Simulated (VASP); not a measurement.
# GaP (F-43m) in VASP: notebook

Runs on GaP. Level: PBE. Tasks: single point, relaxation of cell and atoms.

Everything below comes from runs of VASP 6.6.1. Logs are shortened: lines on timing, memory, paths and dates and some standing lists are left out, and cuts for length are marked.

## Step 1: The cell of the first run

It takes space group F-43m (No. 216, cubic). The conventional cell has a = 5.239 Å, b = 5.239 Å, c = 5.239 Å, α = 90.00°, β = 90.00°, γ = 90.00°. Within 3.0 Å of Ga (site symmetry -43m) lie 4 P at 2.27 Å. Within 3.0 Å of P (site symmetry -43m) lie 4 Ga at 2.27 Å.

## Step 2: Single point, PBE

The input, INCAR:

```
SYSTEM = GaP
PREC = Accurate
ENCUT = 520
EDIFF = 1E-6
ISMEAR = 0
SIGMA = 0.01
LREAL = .FALSE.
LASPH = .TRUE.
NELM = 100
ALGO = Normal
ISIF = 2
LWAVE = .FALSE.
LCHARG = .FALSE.
GGA = PE
NBANDS = 16
```

The input, KPOINTS:

```
regular mesh
0
G
  8 8 8
  0 0 0
```

The input, POSCAR:

```
GaP
1.0
    0.0000000000      2.6194648076      2.6194648076
    2.6194648076      0.0000000000      2.6194648076
    2.6194648076      2.6194648076      0.0000000000
Ga P
1 1
Direct
    0.0000000000      0.0000000000      0.0000000000
    0.7500000000      0.7500000000      0.7500000000
```

Potentials or basis: VASP PAW PBE potentials, release 64 (Ga_d, P).

Command:

```console
> cat potpaw_PBE.64/Ga_d/POTCAR potpaw_PBE.64/P/POTCAR > POTCAR
> mpirun -np 1 vasp_std > vasp.out
```

OUTCAR:

```text
SYSTEM = GaP
   PREC = Accurate
   ENCUT = 520
   EDIFF = 1E-6
   ISMEAR = 0
   LREAL = .FALSE.
   LASPH = .TRUE.
   NELM = 100
   ISIF = 2
   GGA = PE

 ion  position               nearest neighbor table
   1  0.000  0.000  0.000-   2 2.27   2 2.27   2 2.27   2 2.27
   2  0.750  0.750  0.750-   1 2.27   1 2.27   1 2.27   1 2.27

  LATTYP: Found a face centered cubic cell.
 ALAT       =     5.2389296152

  Lattice vectors:

 A1 = (   0.0000000000,   2.6194648076,   2.6194648076)
 A2 = (   2.6194648076,   0.0000000000,   2.6194648076)
 A3 = (   2.6194648076,   2.6194648076,   0.0000000000)

Analysis of symmetry for initial positions (statically):
=====================================================================
 Subroutine PRICEL returns:
 Original cell was already a primitive cell.

 Routine SETGRP: Setting up the symmetry group for a
 face centered cubic supercell.

 Subroutine GETGRP returns: Found 24 space group operations
 (whereof 24 operations were pure point group operations)
 out of a pool of 48 trial point group operations.

The static configuration has the point symmetry T_d .

Analysis of symmetry for dynamics (positions and initial velocities):
=====================================================================
 Subroutine PRICEL returns:
 Original cell was already a primitive cell.

 Routine SETGRP: Setting up the symmetry group for a
 face centered cubic supercell.

 Subroutine GETGRP returns: Found 24 space group operations
 (whereof 24 operations were pure point group operations)
 out of a pool of 48 trial point group operations.

The dynamic configuration has the point symmetry T_d .

 Subroutine INISYM returns: Found 24 space group operations
 (whereof 24 operations are pure point group operations),
 and found     1 'primitive' translations

----------------------------------------------------------------------------------------

                                     Primitive cell

  volume of cell :      35.9474

  direct lattice vectors                    reciprocal lattice vectors
     0.000000000  2.619464808  2.619464808    -0.190878686  0.190878686  0.190878686
     2.619464808  0.000000000  2.619464808     0.190878686 -0.190878686  0.190878686
     2.619464808  2.619464808  0.000000000     0.190878686  0.190878686 -0.190878686

  length of vectors
     3.704482657  3.704482657  3.704482657     0.330611582  0.330611582  0.330611582

  position of ions in fractional coordinates (direct lattice)
     0.000000000  0.000000000  0.000000000
     0.750000000  0.750000000  0.750000000

  ion indices of the primitive-cell ions
   primitive index   ion index
                 1           1
                 2           2

----------------------------------------------------------------------------------------

 KPOINTS: regular mesh

Automatic generation of k-mesh.
 Grid dimensions read from file:
 generate k-points for:    8    8    8

 Generating k-lattice:

  Cartesian coordinates                     Fractional coordinates (reciprocal lattice)
    -0.023859836  0.023859836  0.023859836     0.125000000  0.000000000  0.000000000
     0.023859836 -0.023859836  0.023859836     0.000000000  0.125000000  0.000000000
     0.023859836  0.023859836 -0.023859836     0.000000000  0.000000000  0.125000000

  Length of vectors
     0.041326448  0.041326448  0.041326448

  Shift w.r.t. Gamma in fractional coordinates (k-lattice)
     0.000000000  0.000000000  0.000000000

 Subroutine IBZKPT returns following result:
 ===========================================

 Found     29 irreducible k-points:

 Following reciprocal coordinates:
            Coordinates               Weight
  0.000000  0.000000  0.000000      1.000000
  0.125000  0.000000  0.000000      8.000000
  0.250000  0.000000  0.000000      8.000000
  0.375000  0.000000  0.000000      8.000000
  0.500000  0.000000  0.000000      4.000000
  0.125000  0.125000  0.000000      6.000000
[... 16 lines left out ...]
  0.500000  0.250000  0.125000     48.000000
 -0.375000  0.250000  0.125000     24.000000
 [... further k-points ...]
   k-points           NKPTS =     29   k-points in BZ     NKDIM =     29   number of bands    NBANDS=     16
   number of dos      NEDOS =    301   number of ions     NIONS =      2
   total plane-waves  NPLWV =  21952
   dimension x,y,z NGX =    28 NGY =   28 NGZ =   28
   dimension x,y,z NGXF=    56 NGYF=   56 NGZF=   56
   ions per type =               1   1
   NGX,Y,Z   is equivalent  to a cutoff of  12.57, 12.57, 12.57 a.u.
   NGXF,Y,Z  is equivalent  to a cutoff of  25.13, 25.13, 25.13 a.u.
 SYSTEM =  GaP
   PREC   = accura    normal or accurate (medium, high low for compatibility)
   ISTART =      0    job   : 0-new  1-cont  2-samecut
   ICHARG =      2    charge: 1-file 2-atom 10-const
   ISPIN  =      1    spin polarized calculation?
   LNONCOLLINEAR =      F non collinear calculations
   LSORBIT =      F    spin-orbit coupling
   LASPH  =      T    aspherical Exc in radial PAW
   ENCUT  =  520.0 eV  38.22 Ry    6.18 a.u.   6.89  6.89  6.89*2*pi/ulx,y,z
   NELM   =    100;   NELMIN=  2; NELMDL= -5     # of ELM steps
   EDIFF  = 0.1E-05   stopping-criterion for ELM
   LREAL  =      F    real-space projection
   EDIFFG = 0.1E-04   stopping-criterion for IOM
   NSW    =      0    number of steps for IOM
   IBRION =     -1    ionic relax: 0-MD 1-quasi-New 2-CG
   NFREE  =      0    steps in history (QN), initial steepest desc. (CG)
   ISIF   =      2    stress and relaxation
   ISYM   =      2    0-nonsym 1-usesym 2-fastsym
   POTIM  = 0.5000    time-step for ionic-motion
   TEBEG  =    0.0;   TEEND  =   0.0 temperature during run
   PSTRESS=    0.0 pullay stress
   NELECT =      18.0000    total number of electrons
   NUPDOWN=      -1.0000    fix difference up-down
   EMIN   =  10.00;   EMAX   =-10.00  energy-range for DOS
   EFERMI =   0.00;   METHOD = LEGACY
   ISMEAR =     0;   SIGMA  =   0.01  broadening in eV -4-tet -1-fermi 0-gaus
   EFERMI_NEDOS =   21; number of points for ismear=-14 and -15
   IALGO  =     38    algorithm
   IMIX   =      4    mixing-type and parameters
     AMIX     =   0.40;   BMIX     =  1.00
     AMIX_MAG =   1.60;   BMIX_MAG =  1.00
  volume/ion in A,a.u.               =      17.97       121.29
  Fermi-wavevector in a.u.,A,eV,Ry     =   1.299999  2.456642 22.993819  1.689998
  Thomas-Fermi vector in A             =   2.431227
   LORBIT       =      0    0 simple, 1 ext, 2 COOP (PROOUT), +10 PAW based schemes
   GGA     = PE    functional components
   LHFCALC =     F    Hartree Fock is set to
   AEXX    =    0.0000 exact exchange contribution
   IVDW    =     0    specifies the selected vdW correction
   LEPSILON=     F    determine dielectric tensor
   LRPA    =     F    only Hartree local field effects (RPA)
 non-spin polarized calculation
 Gauss-broadening in eV      SIGMA  =   0.01
  energy-cutoff  :      520.00
  volume of cell :       35.95
 maximum number of plane-waves:       982
   NGX = 13   NGY = 13   NGZ = 13

 number of electron      18.0000010 magnetization

 Free energy of the ion-electron system (eV)
  ---------------------------------------------------
  ext. energy  EPLUGINS =         0.00000000
  ---------------------------------------------------
  free energy    TOTEN  =        -8.87511096 eV

  energy without entropy =       -8.87511096  energy(sigma->0) =       -8.87511096

 E-fermi :   6.0629     XC(G=0): -10.3850

 val. band max:        5.9486389853   @ k =   0.0000   0.0000   0.0000
 cond. band min:       7.3267967222   @ k =   0.5000   0.5000   0.0000
 fundamental gap:      1.3781577370
 Fermi energy:         6.0629443549

 k-point     1 :       0.0000    0.0000    0.0000
  band No.  band energies     occupation
      1      -8.8622      2.00000
      2      -8.8622      2.00000
      3      -8.8622      2.00000
      4      -8.7204      2.00000
      5      -8.7204      2.00000
      6      -7.5049      2.00000
[... 8 lines left out ...]
     15      15.8882      0.00000
     16      15.8882      0.00000

 k-point     2 :       0.1250    0.0000    0.0000
  band No.  band energies     occupation
      1      -8.8881      2.00000
      2      -8.8554      2.00000
      3      -8.8554      2.00000
      4      -8.7205      2.00000
      5      -8.7205      2.00000
      6      -7.2654      2.00000
[... 8 lines left out ...]
     15      15.1940      0.00000
     16      16.2310      0.00000

 k-point     3 :       0.2500    0.0000    0.0000
  band No.  band energies     occupation
      1      -8.9381      2.00000
      2      -8.8408      2.00000
      3      -8.8408      2.00000
      4      -8.7187      2.00000
      5      -8.7187      2.00000
      6      -6.5934      2.00000
[... 8 lines left out ...]
     15      15.0192      0.00000
     16      16.2069      0.00000

 k-point     4 :       0.3750    0.0000    0.0000
  band No.  band energies     occupation
      1      -8.9785      2.00000
      2      -8.8299      2.00000
      3      -8.8299      2.00000
      4      -8.7130      2.00000
      5      -8.7130      2.00000
      6      -5.6384      2.00000
[... 8 lines left out ...]
     15      16.3872      0.00000
     16      16.4474      0.00000
[... 324 lines left out ...]
 k-point    22 :       0.3750    0.2500    0.1250
  band No.  band energies     occupation
      1      -8.9689      2.00000
      2      -8.8237      2.00000
      3      -8.8177      2.00000
      4      -8.7382      2.00000
      5      -8.7071      2.00000
      6      -6.0284      2.00000
[... 8 lines left out ...]
     15      17.5819      0.00000
     16      19.1569      0.00000

 k-point    23 :       0.5000    0.2500    0.1250
  band No.  band energies     occupation
      1      -8.9902      2.00000
      2      -8.8186      2.00000
      3      -8.8044      2.00000
      4      -8.7349      2.00000
      5      -8.7073      2.00000
      6      -5.1239      2.00000
[... 8 lines left out ...]
     15      18.1422      0.00000
     16      19.3195      0.00000

 k-point    24 :      -0.3750    0.2500    0.1250
  band No.  band energies     occupation
      1      -8.9980      2.00000
      2      -8.8179      2.00000
      3      -8.7998      2.00000
      4      -8.7293      2.00000
      5      -8.7098      2.00000
      6      -4.5411      2.00000
[... 8 lines left out ...]
     15      18.3543      0.00000
     16      19.1782      0.00000

 [... further k-points ...]
[... 5 lines left out ...]
  --------------------------------------------------------------------------------------
  -------------------------------------------------------------------------------------
  Total        3.5436486      3.5436486      3.5436486      0.0000000      0.0000000     -0.0000000
  in kB      157.9405103    157.9405103    157.9405103      0.0000000      0.0000000     -0.0000000
  external PRESSURE =     157.9405103 kB  Pullay stress =       0.0000000 kB

 VOLUME and BASIS-vectors are now :
 -----------------------------------------------------------------------------
  energy-cutoff  :      520.00
  volume of cell :       35.95
      direct lattice vectors                 reciprocal lattice vectors
     0.000000000  2.619464808  2.619464808    -0.190878686  0.190878686  0.190878686
     2.619464808  0.000000000  2.619464808     0.190878686 -0.190878686  0.190878686
     2.619464808  2.619464808  0.000000000     0.190878686  0.190878686 -0.190878686

 POSITION                                       TOTAL-FORCE (eV/Angst)
 -----------------------------------------------------------------------------------
      0.00000      0.00000      0.00000         0.000000     -0.000000      0.000000
      3.92920      3.92920      3.92920        -0.000000      0.000000     -0.000000
 -----------------------------------------------------------------------------------
    total drift:                               -0.000002     -0.000002     -0.000002

  FREE ENERGIE OF THE ION-ELECTRON SYSTEM (eV)
  ---------------------------------------------------
  free  energy   TOTEN  =        -8.8751109576 eV

  energy  without entropy=       -8.8751109576  energy(sigma->0) =       -8.87511096
```

It took 12 s on 1 thread of Intel Xeon Platinum 8375C at 2.90GHz (Ice Lake), shared host; peak memory 0.16 GiB.

What came out:

```
Free energy            : -8.8751 eV
Pressure               : 15.8 GPa
Band gap on the k mesh : 1.38 eV, indirect (least direct gap 2.84 eV)
```

Levels at points of the mesh, in eV from the valence-band top:
| k point | band 7 | band 8 | band 9 | band 10 | band 11 | band 12 |
| --- | --- | --- | --- | --- | --- | --- |
| (0.00, 0.00, 0.00) | 0.00 | 0.00 | 0.00 | 2.84 | 3.83 | 3.83 |
| (0.50, 0.00, 0.00) | -7.37 | -1.30 | -1.30 | 2.03 | 4.66 | 4.66 |
| (0.50, 0.50, 0.00) | -7.36 | -3.13 | -3.13 | 1.38 | 1.66 | 11.48 |

(Continued in part 2 of 2.)
